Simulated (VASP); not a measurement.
LiBr:

```
CELL_PARAMETERS angstrom
0.00000 2.75065 2.75065
2.75065 0.00000 2.75065
2.75065 2.75065 0.00000
ATOMIC_POSITIONS crystal
Li 0.00000 0.00000 0.00000
Br 0.50000 0.50000 0.50000
```

* Program: VASP 6.6.1
* Task: relaxation of cell and atoms
* Functional: PBEsol
* Potentials or basis: VASP PAW PBE potentials, release 64 (Li_sv, Br)
* Cutoff: 750 eV
* k mesh: 14 × 14 × 14
* Occupations: fermi-dirac, width 0.08 eV
* Spin: no spin polarisation

At the start: pressure -1.3 GPa; volume 20.81 Å³/atom.

Problem. Where does the relaxation end?

Solution. Over 4 steps the energy falls by 4.4 meV/atom and the volume is 19.79 Å³/atom (-4.9 %); space group Fm-3m (No. 225, to 0.1 Å) before and after.

Step by step:
```tsv
step	energy change (eV)	largest force (eV/Å)	pressure (GPa)	volume (Å³)
1	0.0000	0.0000	-1.31	41.62
2	-0.0065	0.0000	-0.70	40.60
3	-0.0088	0.0000	-0.04	39.63
4	-0.0088	0.0000	0.00	39.58
```

Final structure:
```cif
data_structure
_symmetry_space_group_name_H-M 'P 1'
_symmetry_Int_Tables_number 1
_cell_length_a 3.8252
_cell_length_b 3.8252
_cell_length_c 3.8252
_cell_angle_alpha 60.000
_cell_angle_beta 60.000
_cell_angle_gamma 60.000
_cell_volume 39.58
loop_
_atom_site_label
_atom_site_type_symbol
_atom_site_fract_x
_atom_site_fract_y
_atom_site_fract_z
_atom_site_occupancy
Li1 Li 0.00000 0.00000 0.00000 1
Br1 Br 0.50000 0.50000 0.50000 1
```

Caveat: the PAW data sets were made with another functional, which shifts forces and pressure a little.
